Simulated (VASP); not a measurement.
# MoS2 (R3m) in VASP: notebook

The runs below take MoS2 through single point, with PBE.

All numbers are computed with VASP 6.6.1; they aren't measurements. Logs are shortened: lines on timing, memory, paths and dates and some standing lists are left out, and cuts for length are marked.

## (1) The cell of the first run

It takes space group R3m (No. 160, trigonal). Conventional cell: a = 3.098 Å, b = 3.098 Å, c = 17.995 Å, α = 90.00°, β = 90.00°, γ = 120.00°. Within 3.1 Å of Mo (site symmetry 3m) lie 6 S at 2.32 Å and 6 Mo at 3.10 Å. S (site symmetry 3m) has 3 Mo at 2.32 Å and 7 S at 2.94 to 3.10 Å within 3.1 Å. Within 3.1 Å of S (site symmetry 3m) lie 3 Mo at 2.32 Å and 7 S at 2.94 to 3.10 Å.

## (2) Single point, PBE (volume scaled by 0.94)

Contents of INCAR:

```
SYSTEM = MoS2
PREC     = Accurate       ! precision mode
ENCUT    = 520            ! plane-wave cutoff, eV
EDIFF    = 1E-6           ! SCF threshold, eV
ISMEAR   = -1             ! smearing method
SIGMA    = 0.05           ! smearing width, eV
LREAL    = .FALSE.        ! projectors in reciprocal space
LASPH    = .TRUE.         ! aspherical terms in the spheres
NELM     = 60             ! most SCF steps
ALGO     = Normal         ! electronic algorithm
ISIF     = 2              ! what is computed and relaxed
LWAVE    = .FALSE.        ! write WAVECAR
LCHARG   = .FALSE.        ! write CHGCAR
GGA      = PE             ! functional
NBANDS   = 20             ! bands
```

Contents of KPOINTS:

```
Automatic mesh
0
G
  10 10 10
  0 0 0
```

Contents of POSCAR:

```
MoS2
1.0
    1.5492153232      0.8944398866      5.9983272536
   -1.5492153232      0.8944398866      5.9983272536
    0.0000000000     -1.7888797732      5.9983272536
Mo S
1 2
Direct
    0.0000000000      0.0000000000      0.0000000000
    0.7484000000      0.7484000000      0.7484000000
    0.5849000000      0.5849000000      0.5849000000
```

Potentials or basis: VASP PAW PBE potentials, release 64 (Mo_sv, S).

Command:

```console
$ cat potpaw_PBE.64/Mo_sv/POTCAR potpaw_PBE.64/S/POTCAR > POTCAR
$ mpirun -np 1 vasp_std > vasp.out
```

OUTCAR:

```text
SYSTEM = MoS2
   PREC = Accurate
   ENCUT = 520
   EDIFF = 1E-6
   ISMEAR = -1
   LREAL = .FALSE.
   LASPH = .TRUE.
   NELM = 60
   ISIF = 2
   GGA = PE

 ion  position               nearest neighbor table
   1  0.000  0.000  0.000-   2 2.32   2 2.32   2 2.32   3 2.32   3 2.32   3 2.32
   2  0.748  0.748  0.748-   1 2.32   1 2.32   1 2.32
   3  0.585  0.585  0.585-   1 2.32   1 2.32   1 2.32

  LATTYP: Found a trigonal (rhomboedric) cell.
 ALAT       =     6.2593945929
 COS(alpha) =     0.8774851015

  Lattice vectors:

 A1 = (   1.5492153232,   0.8944398866,   5.9983272536)
 A2 = (  -1.5492153232,   0.8944398866,   5.9983272536)
 A3 = (   0.0000000000,  -1.7888797732,   5.9983272536)

Analysis of symmetry for initial positions (statically):
=====================================================================
 Subroutine PRICEL returns:
 Original cell was already a primitive cell.

 Routine SETGRP: Setting up the symmetry group for a
 trigonal (rhombohedral) supercell.

 Subroutine GETGRP returns: Found  6 space group operations
 (whereof  6 operations were pure point group operations)
 out of a pool of 12 trial point group operations.

The static configuration has the point symmetry C_3v.

Analysis of symmetry for dynamics (positions and initial velocities):
=====================================================================
 Subroutine PRICEL returns:
 Original cell was already a primitive cell.

 Routine SETGRP: Setting up the symmetry group for a
 trigonal (rhombohedral) supercell.

 Subroutine GETGRP returns: Found  6 space group operations
 (whereof  6 operations were pure point group operations)
 out of a pool of 12 trial point group operations.

The dynamic configuration has the point symmetry C_3v.

 Subroutine INISYM returns: Found  6 space group operations
 (whereof  6 operations are pure point group operations),
 and found     1 'primitive' translations

----------------------------------------------------------------------------------------

                                     Primitive cell

  volume of cell :      49.8706

  direct lattice vectors                    reciprocal lattice vectors
     1.549215323  0.894439887  5.998327254     0.322744032  0.186336353  0.055571048
    -1.549215323  0.894439887  5.998327254    -0.322744032  0.186336353  0.055571048
     0.000000000 -1.788879773  5.998327254     0.000000000 -0.372672706  0.055571048

  length of vectors
     6.259394593  6.259394593  6.259394594     0.376793164  0.376793164  0.376793163

  position of ions in fractional coordinates (direct lattice)
     0.000000000  0.000000000  0.000000000
     0.748400000  0.748400000  0.748400000
     0.584900000  0.584900000  0.584900000

  ion indices of the primitive-cell ions
   primitive index   ion index
                 1           1
                 2           2
                 3           3

----------------------------------------------------------------------------------------

 KPOINTS: Automatic mesh

Automatic generation of k-mesh.
 Grid dimensions read from file:
 generate k-points for:   10   10   10

 Generating k-lattice:

  Cartesian coordinates                     Fractional coordinates (reciprocal lattice)
     0.032274403  0.018633635  0.005557105     0.100000000 -0.000000000  0.000000000
    -0.032274403  0.018633635  0.005557105    -0.000000000  0.100000000  0.000000000
     0.000000000 -0.037267271  0.005557105     0.000000000  0.000000000  0.100000000

  Length of vectors
     0.037679316  0.037679316  0.037679316

  Shift w.r.t. Gamma in fractional coordinates (k-lattice)
     0.000000000  0.000000000  0.000000000

 Subroutine IBZKPT returns following result:
 ===========================================

 Found    116 irreducible k-points:

 Following reciprocal coordinates:
            Coordinates               Weight
  0.000000  0.000000  0.000000      1.000000
  0.100000  0.000000  0.000000      6.000000
  0.200000  0.000000  0.000000      6.000000
  0.300000 -0.000000  0.000000      6.000000
  0.400000  0.000000  0.000000      6.000000
  0.500000 -0.000000  0.000000      3.000000
[... 16 lines left out ...]
  0.300000  0.300000  0.000000      6.000000
  0.400000  0.300000  0.000000     12.000000
 [... further k-points ...]
   k-points           NKPTS =    116   k-points in BZ     NKDIM =    116   number of bands    NBANDS=     20
   number of dos      NEDOS =    301   number of ions     NIONS =      3
   total plane-waves  NPLWV = 110592
   dimension x,y,z NGX =    48 NGY =   48 NGZ =   48
   dimension x,y,z NGXF=    96 NGYF=   96 NGZF=   96
   ions per type =               1   2
   NGX,Y,Z   is equivalent  to a cutoff of  12.75, 12.75, 12.75 a.u.
   NGXF,Y,Z  is equivalent  to a cutoff of  25.50, 25.50, 25.50 a.u.
 SYSTEM =  MoS2
   PREC   = accura    normal or accurate (medium, high low for compatibility)
   ISTART =      0    job   : 0-new  1-cont  2-samecut
   ICHARG =      2    charge: 1-file 2-atom 10-const
   ISPIN  =      1    spin polarized calculation?
   LNONCOLLINEAR =      F non collinear calculations
   LSORBIT =      F    spin-orbit coupling
   LASPH  =      T    aspherical Exc in radial PAW
   ENCUT  =  520.0 eV  38.22 Ry    6.18 a.u.  11.64 11.64 11.64*2*pi/ulx,y,z
   NELM   =     60;   NELMIN=  2; NELMDL= -5     # of ELM steps
   EDIFF  = 0.1E-05   stopping-criterion for ELM
   LREAL  =      F    real-space projection
   EDIFFG = 0.1E-04   stopping-criterion for IOM
   NSW    =      0    number of steps for IOM
   IBRION =     -1    ionic relax: 0-MD 1-quasi-New 2-CG
   NFREE  =      0    steps in history (QN), initial steepest desc. (CG)
   ISIF   =      2    stress and relaxation
   ISYM   =      2    0-nonsym 1-usesym 2-fastsym
   POTIM  = 0.5000    time-step for ionic-motion
   TEBEG  =    0.0;   TEEND  =   0.0 temperature during run
   PSTRESS=    0.0 pullay stress
   NELECT =      26.0000    total number of electrons
   NUPDOWN=      -1.0000    fix difference up-down
   EMIN   =  10.00;   EMAX   =-10.00  energy-range for DOS
   EFERMI =   0.00;   METHOD = LEGACY
   ISMEAR =    -1;   SIGMA  =   0.05  broadening in eV -4-tet -1-fermi 0-gaus
   EFERMI_NEDOS =   21; number of points for ismear=-14 and -15
   IALGO  =     38    algorithm
   IMIX   =      4    mixing-type and parameters
     AMIX     =   0.40;   BMIX     =  1.00
     AMIX_MAG =   1.60;   BMIX_MAG =  1.00
  volume/ion in A,a.u.               =      16.62       112.18
  Fermi-wavevector in a.u.,A,eV,Ry     =   1.317603  2.489908 23.620762  1.736077
  Thomas-Fermi vector in A             =   2.447632
   LORBIT       =      0    0 simple, 1 ext, 2 COOP (PROOUT), +10 PAW based schemes
   GGA     = PE    functional components
   LHFCALC =     F    Hartree Fock is set to
   AEXX    =    0.0000 exact exchange contribution
   IVDW    =     0    specifies the selected vdW correction
   LEPSILON=     F    determine dielectric tensor
   LRPA    =     F    only Hartree local field effects (RPA)
 non-spin polarized calculation
  energy-cutoff  :      520.00
  volume of cell :       49.87
 maximum number of plane-waves:      1363
   NGX = 23   NGY = 23   NGZ = 23

 number of electron      26.0000001 magnetization

 Free energy of the ion-electron system (eV)
  ---------------------------------------------------
  ext. energy  EPLUGINS =         0.00000000
  ---------------------------------------------------
  free energy    TOTEN  =       -21.42438471 eV

  energy without entropy =      -21.42437992  energy(sigma->0) =      -21.42438232

 E-fermi :   9.0453     XC(G=0): -11.1059

 val. band max:        8.7182016733   @ k =   0.5000   0.5000   0.5000
 cond. band min:       9.5292229887   @ k =  -0.3000   0.3000   0.0000
 fundamental gap:      0.8110213153
 Fermi energy:         9.0452870928

 k-point     1 :       0.0000    0.0000    0.0000
  band No.  band energies     occupation
      1     -53.0128      2.00000
      2     -27.2602      2.00000
      3     -26.9671      2.00000
      4     -26.9671      2.00000
      5      -7.1361      2.00000
      6      -5.0735      2.00000
[... 12 lines left out ...]
     19      16.9431      0.00000
     20      17.2126      0.00000

 k-point     2 :       0.1000    0.0000    0.0000
  band No.  band energies     occupation
      1     -53.0074      2.00000
      2     -27.2496      2.00000
      3     -27.0192      2.00000
      4     -26.9786      2.00000
      5      -6.9628      2.00000
      6      -5.0362      2.00000
[... 12 lines left out ...]
     19      17.2575      0.00000
     20      17.5885      0.00000

 k-point     3 :       0.2000    0.0000    0.0000
  band No.  band energies     occupation
      1     -52.9933      2.00000
      2     -27.2217      2.00000
      3     -27.1535      2.00000
      4     -27.0087      2.00000
      5      -6.4828      2.00000
      6      -4.9325      2.00000
[... 12 lines left out ...]
     19      17.2758      0.00000
     20      17.7159      0.00000

 k-point     4 :       0.3000   -0.0000    0.0000
  band No.  band energies     occupation
      1     -52.9758      2.00000
      2     -27.3158      2.00000
      3     -27.1870      2.00000
      4     -27.0456      2.00000
      5      -5.8180      2.00000
      6      -4.7904      2.00000
[... 12 lines left out ...]
     19      16.4639      0.00000
     20      17.0732      0.00000

 k-point     5 :       0.4000    0.0000    0.0000
  band No.  band energies     occupation
      1     -52.9615      2.00000
      2     -27.4443      2.00000
      3     -27.1587      2.00000
      4     -27.0752      2.00000
      5      -5.1891      2.00000
      6      -4.6634      2.00000
[... 12 lines left out ...]
     19      15.6175      0.00000
     20      16.4051      0.00000
[... 353 lines left out ...]
      6      -4.5602      2.00000
[... 12 lines left out ...]
     19      16.6974      0.00000
     20      17.6738      0.00000

 k-point    22 :      -0.2000    0.2000    0.0000
  band No.  band energies     occupation
      1     -52.9676      2.00000
      2     -27.3433      2.00000
      3     -27.1708      2.00000
      4     -27.1112      2.00000
      5      -5.4918      2.00000
      6      -4.6821      2.00000
[... 12 lines left out ...]
     19      16.8173      0.00000
     20      17.9258      0.00000

 k-point    23 :       0.3000    0.3000    0.0000
  band No.  band energies     occupation
      1     -52.9758      2.00000
      2     -27.3158      2.00000
      3     -27.1870      2.00000
      4     -27.0456      2.00000
      5      -5.7706      2.00000
      6      -4.8610      2.00000
[... 12 lines left out ...]
     19      16.5710      0.00000
     20      17.5258      0.00000

 k-point    24 :       0.4000    0.3000    0.0000
  band No.  band energies     occupation
      1     -52.9659      2.00000
      2     -27.3835      2.00000
      3     -27.1675      2.00000
      4     -27.0885      2.00000
      5      -5.3445      2.00000
      6      -4.7673      2.00000
[... 12 lines left out ...]
     19      16.4926      0.00000
     20      17.3578      0.00000

 [... further k-points ...]
[... 5 lines left out ...]
  --------------------------------------------------------------------------------------
  -------------------------------------------------------------------------------------
  Total        5.8127233      5.8127233      8.4201703      0.0000000      0.0000000      0.0000000
  in kB      186.7436681    186.7436692    270.5123576      0.0000000      0.0000000      0.0000000
  external PRESSURE =     214.6665650 kB  Pullay stress =       0.0000000 kB

 VOLUME and BASIS-vectors are now :
 -----------------------------------------------------------------------------
  energy-cutoff  :      520.00
  volume of cell :       49.87
      direct lattice vectors                 reciprocal lattice vectors
     1.549215323  0.894439887  5.998327254     0.322744032  0.186336353  0.055571048
    -1.549215323  0.894439887  5.998327254    -0.322744032  0.186336353  0.055571048
     0.000000000 -1.788879773  5.998327254     0.000000000 -0.372672706  0.055571048

 POSITION                                       TOTAL-FORCE (eV/Angst)
 -----------------------------------------------------------------------------------
      0.00000      0.00000      0.00000         0.000000      0.000000     -0.002872
      0.00000      0.00000     13.46744         0.000000     -0.000000      2.534492
      0.00000      0.00000     10.52526         0.000000      0.000000     -2.531620
 -----------------------------------------------------------------------------------
    total drift:                                0.000000     -0.000000     -0.000043

  FREE ENERGIE OF THE ION-ELECTRON SYSTEM (eV)
  ---------------------------------------------------
  free  energy   TOTEN  =       -21.4243847103 eV

  energy  without entropy=      -21.4243799241  energy(sigma->0) =      -21.42438232
```

Run time: 2.2 min. Hardware: 1 thread of Intel Xeon 6975P-C (Granite Rapids), shared host; peak memory 0.36 GiB.

Results:

```
Free energy            : -21.4244 eV
Pressure               : 21.5 GPa
Largest force          : 2.534 eV/Å
Band gap on the k mesh : 0.81 eV, indirect (least direct gap 2.05 eV)
```

Forces on the atoms (eV/Å):
```
Mo   0.000  0.000 -0.003
S    0.000  0.000  2.534
S    0.000  0.000 -2.532
```

Caveat: forces of over 1 eV/Å act on the atoms, so gaps and moduli don't describe the material at rest.

(Continued in part 2 of 2.)
